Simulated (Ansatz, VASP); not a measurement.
# Ti3Ag in VASP and in Ansatz

INCAR

```
SYSTEM = Ti3Ag
PREC     = Accurate       ! precision mode
ENCUT    = 520            ! plane-wave cutoff, eV
EDIFF    = 1E-8           ! SCF threshold, eV
ISMEAR   = -1             ! smearing method
SIGMA    = 0.08           ! smearing width, eV
LREAL    = .FALSE.        ! projectors in reciprocal space
LASPH    = .TRUE.         ! aspherical terms in the spheres
NELM     = 100            ! most SCF steps
ALGO     = Normal         ! electronic algorithm
ISIF     = 2              ! what is computed and relaxed
LWAVE    = .FALSE.        ! write WAVECAR
LCHARG   = .FALSE.        ! write CHGCAR
LEFG     = .TRUE.       
NBANDS   = 32             ! bands
```

File KPOINTS:

```
Automatic mesh
0
G
  9 9 9
  0 0 0
```

File POSCAR:

```
Ti3Ag
1.0
    4.1032600000      0.0000000000      0.0000000000
    0.0000000000      4.1032600000      0.0000000000
    0.0000000000      0.0000000000      3.9500000000
Ti Ag
3 1
Direct
    0.0000000000      0.5000000000      0.5000000000
    0.5000000000      0.0000000000      0.5000000000
    0.5000000000      0.5000000000      0.0000000000
    0.0000000000      0.0000000000      0.0000000000
```

Input for Ansatz:

```yaml
crystal:
  lattice:
    - [4.10326, 0.0, 0.0]
    - [0.0, 4.10326, 0.0]
    - [0.0, 0.0, 3.95]
  atoms:
    - { symbol: Ti, position: [0.0, 0.5, 0.5] }
    - { symbol: Ti, position: [0.5, 0.0, 0.5] }
    - { symbol: Ti, position: [0.5, 0.5, 0.0] }
    - { symbol: Ag, position: [0.0, 0.0, 0.0] }
kpoints:
  mp_grid: { grid: [9, 9, 9] }
scf:
  occupations: { method: fermi_dirac, width: 0.08 }
hamiltonian:
  xc: lda
  pseudopotentials: { kind: paw }
output:
  forces: true
  stress: true
  eigenvalues: true
  efg: { contact_densities: true }
  write_density: true
  write_potential: true
  elf: true
  volumetric_format: npy
```

Change from the starting cell: equal xx and yy strain of -2 %, PAW files.

Alike in both runs: task electric field gradients; functional LDA; k mesh 9 × 9 × 9; occupations fermi-dirac, width 0.08 eV; no spin polarisation.

```csv
,VASP,Ansatz
version,VASP 6.6.1,Ansatz 0.2.0
potentials or method,"VASP PAW LDA potentials, release 64 (Ti_sv, Ag)","PAW with Ansatz's default frozen-core files, scalar-relativistic"
plane-wave cutoff (eV),520,420
valence electrons in the cell,47,55
```

|  | VASP | Ansatz | Ansatz less VASP |
| --- | --- | --- | --- |
| pressure (GPa) | -5.7 | -5.8 | -0.08 |
| traceless stress, the component that is largest in VASP (GPa) | 1.01 | 1.01 | +0.001 |
| size of Vzz on the site where it differs most (V/Å²) | 2.7 | 4.3 | +1.61 |

LDA's correlation is that of Perdew and Zunger in VASP and of Perdew and Wang (1992) in Ansatz. VASP's potentials hold 47 valence electrons a cell and Ansatz's 55, so a difference there can come from the potentials and not from the codes.
